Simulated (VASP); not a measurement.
Runs of VASP 6.6.1 on Al5Cu. The structure is that of space group P-3m1 (No. 164), or close to it. The cells are those of the table. 

```tsv
cell	k mesh	further INCAR settings	gap on the mesh (eV)	pressure (GPa)	largest force (eV/Å)
a = 2.717, b = 2.717, c = 12.897 Å, angles 90.0, 90.0, 120.0°, 6 atoms	18 × 18 × 4	ALGO = Fast; EDIFF = 1e-07; NBANDS = 22	none	(b)	0.02
a = 2.813, b = 2.813, c = 13.254 Å, angles 90.0, 90.0, 120.0°, 6 atoms	18 × 18 × 4	ALGO = Fast; EDIFF = 1e-06; NBANDS = 22	none	2.9	0.02
a = 2.749, b = 2.749, c = 13.023 Å, angles 90.0, 90.0, 120.0°, 6 atoms	18 × 18 × 4	ALGO = Fast; EDIFF = 1e-06; NBANDS = 22	none	10.0	0.02
a = 2.845, b = 2.845, c = 13.366 Å, angles 90.0, 90.0, 120.0°, 6 atoms	6 × 6 × 2	ALGO = Fast; EDIFF = 1e-06; NBANDS = 22	none	(a)	0.19
a = 2.781, b = 2.781, c = 13.143 Å, angles 90.0, 90.0, 120.0°, 6 atoms	18 × 18 × 4	ALGO = Fast; EDIFF = 1e-07; NBANDS = 22	none	6.2	0.02
```

Alike in all rows: task single point; level PBE; potentials or basis VASP PAW PBE potentials, release 64 (Al, Cu); no spin polarisation; cutoff (eV) 520; smearing gaussian 0.1 eV.

Q: Estimate the missing entries.

A: (a) 1.1; (b) 14.6.

Caveats: some runs use coarse meshes.

A gap of «none» marks levels without a gap at the run's occupations.
